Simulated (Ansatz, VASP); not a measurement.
# Two plane-wave programs on Na2S

```
CELL_PARAMETERS angstrom
0.00000 3.25543 3.25543
3.25543 0.00000 3.25543
3.25543 3.25543 0.00000
ATOMIC_POSITIONS crystal
Na 0.25000 0.25000 0.25000
Na 0.75000 0.75000 0.75000
S 0.00000 0.00000 0.00000
```

Alike in both runs: task single point; functional PBE-based screened hybrid with a share of 1.0 of exact exchange and HFSCREEN = 0.1; k mesh 4 × 4 × 4; no spin polarisation.

```csv
,VASP,Ansatz
version,VASP 6.6.1,Ansatz 0.2.0
potentials or method,"VASP PAW PBE potentials, release 64 (Na_pv, S)",plane waves
plane-wave cutoff (eV),400,420
occupations,"gaussian, width 0.01 eV",fixed
valence electrons in the cell,20,24
```

```tsv
	VASP	Ansatz	Ansatz less VASP
gap on the k mesh at the Fermi level (eV)	8.12	8.13	+0.007
pressure (GPa)	-1.8	-1.5	+0.27
```

VASP's potentials were made for PBE, not for PBE-based screened hybrid. VASP's potentials hold 20 valence electrons a cell and Ansatz's 24, so a difference there can come from the potentials and not from the codes. Ansatz's warnings: stress exchange threshold loose, stress scf threshold loose.
